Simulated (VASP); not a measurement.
Input of a VASP 6.6.1 run:

Contents of INCAR:

```
PREC = Accurate
ENCUT = 520
EDIFF = 1E-6
ISMEAR = 0
SIGMA = 0.1
LREAL = False
LASPH = True
NELM = 60
ALGO = Normal
ISIF = 2
LWAVE = False
LCHARG = False
GGA = PE
NBANDS = 18
```

The input KPOINTS:

```
Automatic mesh
0
Gamma
  16 16 8
```

The input POSCAR:

```
NaHfO
1.0
    3.0835927272      0.0000000000      0.0000000000
    0.0000000000      3.0835927272      0.0000000000
    0.0000000000      0.0000000000      5.8213374538
Na Hf O
1 1 1
Direct
    0.5000000000      0.5000000000      0.5000000000
    0.0000000000      0.0000000000      0.0000000000
    0.5000000000      0.5000000000      0.0000000000
```

Potentials or basis: VASP PAW PBE potentials, release 64 (Na_pv, Hf_pv, O).

Launch:

```sh
$ cat potpaw_PBE.64/Na_pv/POTCAR potpaw_PBE.64/Hf_pv/POTCAR potpaw_PBE.64/O/POTCAR > POTCAR
$ mpirun -np 1 vasp_std > vasp.out
```

**Question.** Predict the band gap on the k mesh.

**Answer.** Zero (an odd number of electrons rules out a gap without spin polarisation).

**Question.** Estimate the pressure.

**Answer.** -1.0 GPa.

Stress tensor (GPa, compression positive):
```
-1.45  0.00  0.00
 0.00 -1.45  0.00
 0.00  0.00 -0.10
```

Caveat: spin-orbit coupling is left out, which moves the levels of the heavy elements; an odd number of electrons without spin polarisation forces a metal; a magnetic or distorted state may lie lower.
